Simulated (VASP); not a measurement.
# Ca (Fm-3m) in VASP: further runs, part 2 of 2

VASP 6.6.1. Earlier steps stand in the parts before.

### 3 Single point, r2SCAN

POSCAR

```
Ca
1.0
    0.0000000000      2.7844097988      2.7844097988
    2.7844097988      0.0000000000      2.7844097988
    2.7844097988      2.7844097988      0.0000000000
Ca
1
Direct
    0.0000000000      0.0000000000      0.0000000000
```

INCAR.step1

```
SYSTEM = Ca
PREC     = Accurate       ! precision mode
ENCUT    = 520            ! plane-wave cutoff, eV
ISMEAR   = 1              ! smearing method
SIGMA    = 0.001          ! smearing width, eV
LREAL    = .False.        ! projectors in reciprocal space
LASPH    = .True.         ! aspherical terms in the spheres
NELM     = 80             ! most SCF steps
NBANDS   = 11             ! bands
GGA      = PE             ! functional
ALGO     = Normal         ! electronic algorithm
EDIFF    = 1E-4           ! SCF threshold, eV
LWAVE    = .True.         ! write WAVECAR
LCHARG   = .False.        ! write CHGCAR
```

INCAR.step2

```
SYSTEM = Ca
PREC     = Accurate       ! precision mode
ENCUT    = 520            ! plane-wave cutoff, eV
EDIFF    = 1E-6           ! SCF threshold, eV
ISMEAR   = 1              ! smearing method
SIGMA    = 0.001          ! smearing width, eV
LREAL    = .False.        ! projectors in reciprocal space
LASPH    = .True.         ! aspherical terms in the spheres
NELM     = 80             ! most SCF steps
ALGO     = Normal         ! electronic algorithm
ISIF     = 2              ! what is computed and relaxed
LWAVE    = .False.        ! write WAVECAR
LCHARG   = .True.         ! write CHGCAR
METAGGA  = R2SCAN         ! meta-GGA
LMIXTAU  = .True.       
LELF     = .True.         ! ELF
LVHAR    = .True.       
NBANDS   = 11             ! bands
ISTART   = 1
```

KPOINTS

```
Automatic mesh
0
Gamma
  12 12 12
  0 0 0
```

Potentials or basis: VASP PAW PBE potentials, release 64 (Ca_sv).

Launch:

```sh
$ cat potpaw_PBE.64/Ca_sv/POTCAR > POTCAR
$ cp INCAR.step1 INCAR
$ mpirun -np 1 vasp_std > vasp.out
$ cp INCAR.step2 INCAR
$ mpirun -np 1 vasp_std > vasp.out
```

OUTCAR:

```text
SYSTEM = Ca
   PREC = Accurate
   ENCUT = 520
   EDIFF = 1E-6
   ISMEAR = 1
   LREAL = .False.
   LASPH = .True.
   NELM = 80
   ISIF = 2
   METAGGA = R2SCAN
   ISTART = 1

 ion  position               nearest neighbor table
   1  0.000  0.000  0.000-

  LATTYP: Found a face centered cubic cell.
 ALAT       =     5.5688195976

  Lattice vectors:

 A1 = (   0.0000000000,   2.7844097988,   2.7844097988)
 A2 = (   2.7844097988,   0.0000000000,   2.7844097988)
 A3 = (   2.7844097988,   2.7844097988,   0.0000000000)

Analysis of symmetry for initial positions (statically):
=====================================================================
 Subroutine PRICEL returns:
 Original cell was already a primitive cell.

 Routine SETGRP: Setting up the symmetry group for a
 face centered cubic supercell.

 Subroutine GETGRP returns: Found 48 space group operations
 (whereof 48 operations were pure point group operations)
 out of a pool of 48 trial point group operations.

The static configuration has the point symmetry O_h .

Analysis of symmetry for dynamics (positions and initial velocities):
=====================================================================
 Subroutine PRICEL returns:
[... 169 lines left out ...]
      5      -2.3402      2.00000
      6       4.5816      0.00000
      7       4.5816      0.00000
      8       4.5816      0.00000
      9       5.6837      0.00000
     10       5.6837      0.00000
     11      11.4139      0.00000
[... 309 lines left out ...]
 k-point    24 :      -0.4167    0.1667    0.0000
  band No.  band energies     occupation
      1     -41.9125      2.00000
      2     -22.0796      2.00000
      3     -21.9999      2.00000
      4     -21.9806      2.00000
      5       1.2146      2.00000
      6       1.8642      2.00000
      7       3.8945      0.00000
      8       4.7226      0.00000
      9       6.2242      0.00000
     10       6.6115      0.00000
     11       7.4585      0.00000

 [... further k-points ...]

------------------------ aborting loop because EDIFF is reached ----------------------------------------

  FORCE on cell =-STRESS in cart. coord.  units (eV):
  Direction    XX          YY          ZZ          XY          YZ          ZX
  --------------------------------------------------------------------------------------
  -------------------------------------------------------------------------------------
  Total        0.0132539      0.0132539      0.0132539      0.0000000      0.0000000     -0.0000000
  in kB        0.4918413      0.4918413      0.4918413      0.0000000      0.0000000     -0.0000000
  external PRESSURE =       0.4918413 kB  Pullay stress =       0.0000000 kB

 VOLUME and BASIS-vectors are now :
 -----------------------------------------------------------------------------
  energy-cutoff  :      520.00
  volume of cell :       43.17
      direct lattice vectors                 reciprocal lattice vectors
     0.000000000  2.784409799  2.784409799    -0.179571269  0.179571269  0.179571269
     2.784409799  0.000000000  2.784409799     0.179571269 -0.179571269  0.179571269
     2.784409799  2.784409799  0.000000000     0.179571269  0.179571269 -0.179571269

 POSITION                                       TOTAL-FORCE (eV/Angst)
 -----------------------------------------------------------------------------------
      0.00000      0.00000      0.00000         0.000000      0.000000      0.000000
 -----------------------------------------------------------------------------------
    total drift:                               -0.000000     -0.000000     -0.000000

  FREE ENERGIE OF THE ION-ELECTRON SYSTEM (eV)
  ---------------------------------------------------
  free  energy   TOTEN  =        -7.0303588876 eV

  energy  without entropy=       -7.0303550839  energy(sigma->0) =       -7.03035762
```

OSZICAR.step1:

```text
N       E                     dE             d eps       ncg     rms          rms(c)
DAV:   1     0.669696776097E+02    0.66970E+02   -0.49140E+03  1584   0.811E+02
DAV:   2    -0.442000296021E+00   -0.67412E+02   -0.66846E+02  1746   0.210E+02
DAV:   3    -0.185991345473E+01   -0.14179E+01   -0.14022E+01  2298   0.304E+01
DAV:   4    -0.193351294788E+01   -0.73599E-01   -0.73379E-01  2136   0.532E+00
DAV:   5    -0.193513864558E+01   -0.16257E-02   -0.16255E-02  2195   0.665E-01    0.222E+00
DAV:   6    -0.192862512100E+01    0.65135E-02   -0.10638E-02  1967   0.113E+00    0.135E+00
DAV:   7    -0.192690497178E+01    0.17201E-02   -0.16427E-02  1777   0.150E+00    0.102E-01
DAV:   8    -0.192649794634E+01    0.40703E-03   -0.18890E-03  1848   0.409E-01    0.220E-02
DAV:   9    -0.192650893784E+01   -0.10992E-04   -0.89653E-05  1669   0.827E-02
   1 F= -.19265089E+01 E0= -.19265087E+01  d E =-.820829E-06
```

It took 2.6 min on 1 thread of AMD EPYC 7R13, shared host; peak memory 0.16 GiB.

Results:

- Free energy: -7.0304 eV
- Pressure: 0.0 GPa
- Band gap on the k mesh: zero (band 5 reaches 2.17 eV, above the bottom of band 6 at 1.61 eV)

Caveat: the PAW data sets were made with another functional, which shifts forces and pressure a little.

### 4 Relaxation of cell and atoms, r2SCAN

This run uses another cell than the first one, of 43.63 Å³/atom, 1.011 times its volume.

POSCAR

```
Ca
1.0
    0.0000000000      2.7942000000      2.7942000000
    2.7942000000      0.0000000000      2.7942000000
    2.7942000000      2.7942000000      0.0000000000
Ca
1
Direct
    0.0000000000      0.0000000000      0.0000000000
```

INCAR.step1

```
SYSTEM = Ca
PREC     = Accurate       ! precision mode
ENCUT    = 600            ! plane-wave cutoff, eV
ISMEAR   = -1             ! smearing method
SIGMA    = 0.05           ! smearing width, eV
LREAL    = .FALSE.        ! projectors in reciprocal space
LASPH    = .TRUE.         ! aspherical terms in the spheres
NELM     = 60             ! most SCF steps
GGA      = PE             ! functional
ALGO     = Normal         ! electronic algorithm
EDIFF    = 1E-4           ! SCF threshold, eV
LWAVE    = .TRUE.         ! write WAVECAR
LCHARG   = .FALSE.        ! write CHGCAR
```

INCAR.step2

```
SYSTEM = Ca
PREC     = Accurate       ! precision mode
ENCUT    = 600            ! plane-wave cutoff, eV
EDIFF    = 1E-6           ! SCF threshold, eV
ISMEAR   = -1             ! smearing method
SIGMA    = 0.05           ! smearing width, eV
LREAL    = .FALSE.        ! projectors in reciprocal space
LASPH    = .TRUE.         ! aspherical terms in the spheres
NELM     = 60             ! most SCF steps
ALGO     = Normal         ! electronic algorithm
ISIF     = 3              ! what is computed and relaxed
LWAVE    = .FALSE.        ! write WAVECAR
LCHARG   = .FALSE.        ! write CHGCAR
METAGGA  = R2SCAN         ! meta-GGA
LMIXTAU  = .TRUE.       
IBRION   = 2              ! ionic algorithm
NSW      = 100            ! ionic steps
EDIFFG   = -0.002         ! ionic threshold
ISTART   = 1
```

KPOINTS

```
regular mesh
0
G
  12 12 12
  0 0 0
```

Launch:

```sh
$ cat potpaw_PBE.64/Ca_sv/POTCAR > POTCAR
$ cp INCAR.step1 INCAR
$ mpirun -np 1 vasp_std > vasp.out
$ cp INCAR.step2 INCAR
$ mpirun -np 1 vasp_std > vasp.out
```

Wall time 6.7 min (1 thread of AMD EPYC 7R13, shared host); peak memory 0.19 GiB.

The run converged. Its results:

| Item | Value |
| --- | --- |
| Free energy | -7.0372 eV |
| Relaxed volume | 43.34 Å³/atom |
| Relaxed cell | a = 3.943 Å, b = 3.943 Å, c = 3.943 Å, α = 60.00°, β = 60.00°, γ = 60.00° |
| Space group after relaxing (to 0.05 Å) | Fm-3m (No. 225) |
| Energy gained by relaxing | 0.1 meV/atom |
| Ionic steps | 4 |
| Pressure after relaxing | 0.0 GPa |
| Band gap on the k mesh | zero (band 5 reaches 2.16 eV, above the bottom of band 6 at 1.59 eV) |

Step by step:
```csv
step,energy change (eV),largest force (eV/Å),pressure (GPa),volume (Å³)
1,0.0000,0.0000,-0.14,43.63
2,-0.0001,0.0000,-0.02,43.39
3,-0.0001,0.0000,0.01,43.30
4,-0.0001,0.0000,0.00,43.34
```

Final structure:
```
Ca
1.0
     0.00000    2.78789    2.78789
     2.78789    0.00000    2.78789
     2.78789    2.78789    0.00000
Ca
1
Direct
  0.00000 0.00000 0.00000
```

Levels at points of the mesh, in eV from the Fermi level:
| k point | band 2 | band 3 | band 4 | band 5 | band 6 | band 7 | band 8 | band 9 |
| --- | --- | --- | --- | --- | --- | --- | --- | --- |
| (0.00, 0.00, 0.00) | -23.87 | -23.87 | -23.87 | -4.24 | 2.67 | 2.67 | 2.67 | 3.77 |
| (0.50, 0.00, 0.00) | -24.01 | -23.89 | -23.89 | -0.94 | -0.30 | 2.53 | 2.53 | 4.47 |
| (0.50, 0.50, 0.00) | -24.00 | -23.92 | -23.92 | -0.38 | 0.77 | 0.89 | 4.45 | 4.65 |

Caveat: the PAW data sets were made with another functional, which shifts forces and pressure a little.

### 5 Relaxation of cell and atoms, r2SCAN

This run uses another cell than the first one, of 43.63 Å³/atom, 1.011 times its volume.

POSCAR is that of step 4.

INCAR.step1, as its differences from that of step 4:

```diff
@@ -3,4 +3,4 @@
 ENCUT    = 600            ! plane-wave cutoff, eV
-ISMEAR   = -1             ! smearing method
-SIGMA    = 0.05           ! smearing width, eV
+ISMEAR   = 1              ! smearing method
+SIGMA    = 0.001          ! smearing width, eV
 LREAL    = .FALSE.        ! projectors in reciprocal space
```

INCAR.step2, as its differences from that of step 4:

```diff
@@ -4,4 +4,4 @@
 EDIFF    = 1E-6           ! SCF threshold, eV
-ISMEAR   = -1             ! smearing method
-SIGMA    = 0.05           ! smearing width, eV
+ISMEAR   = 1              ! smearing method
+SIGMA    = 0.001          ! smearing width, eV
 LREAL    = .FALSE.        ! projectors in reciprocal space
@@ -17,3 +17,3 @@
 NSW      = 100            ! ionic steps
-EDIFFG   = -0.002         ! ionic threshold
+EDIFFG   = -0.05          ! ionic threshold
 ISTART   = 1
```

KPOINTS is that of step 4.

Launch:

```sh
$ cat potpaw_PBE.64/Ca_sv/POTCAR > POTCAR
$ cp INCAR.step1 INCAR
$ mpirun -np 1 vasp_std > vasp.out
$ cp INCAR.step2 INCAR
$ mpirun -np 1 vasp_std > vasp.out
```

Wall time 2.9 min (1 thread of AMD EPYC 7R13, shared host); peak memory 0.18 GiB.

The run converged. Its results:

- Free energy: -7.0319 eV
- Pressure after relaxing: -0.1 GPa
- Band gap on the k mesh: zero (band 5 reaches 2.14 eV, above the bottom of band 6 at 1.56 eV)

Final structure:
```
Ca
1.0
     0.00000    2.79420    2.79420
     2.79420    0.00000    2.79420
     2.79420    2.79420    0.00000
Ca
1
Direct
  0.00000 0.00000 0.00000
```

Levels at points of the mesh, in eV from the Fermi level:
```
           k point  band 1  band 2  band 3  band 4  band 5  band 6  band 7  band 8  band 9
(0.00, 0.00, 0.00)  -43.84  -23.88  -23.88  -23.88   -4.22    2.67    2.67    2.67    3.76
(0.50, 0.00, 0.00)  -43.83  -24.01  -23.89  -23.89   -0.92   -0.29    2.54    2.54    4.46
(0.50, 0.50, 0.00)  -43.83  -24.00  -23.92  -23.92   -0.36    0.79    0.90    4.44    4.64
```

Caveat: the relaxation stopped at its first step, so nothing moved; the PAW data sets were made with another functional, which shifts forces and pressure a little.

### 6 The runs side by side

```csv
task,cell,cutoff (eV),smearing,gap on the mesh (eV),pressure (GPa)
single point,"a = 3.937 Å, angles 60.0°, 1 atom",520,fermi-dirac 0.05 eV,none,0.0
single point,"a = 3.938 Å, angles 60.0°, 1 atom",520,methfessel-paxton 0.001 eV,none,0.0
relaxation of cell and atoms,"relaxed from a = 3.952 Å, angles 60.0°, 1 atom",600,fermi-dirac 0.05 eV,none,0.0
relaxation of cell and atoms,"relaxed from a = 3.952 Å, angles 60.0°, 1 atom",600,methfessel-paxton 0.001 eV,none,-0.1
```

Alike in all rows: level r2SCAN; potentials or basis VASP PAW PBE potentials, release 64 (Ca_sv); no spin polarisation; k mesh 12 × 12 × 12.

Caveats: the PAW data sets were made with another functional, which shifts forces and pressure a little; the relaxation stopped at its first step, so nothing moved (some runs).

Total energies depend on the potentials used, so only differences within one code and one set of settings carry meaning.
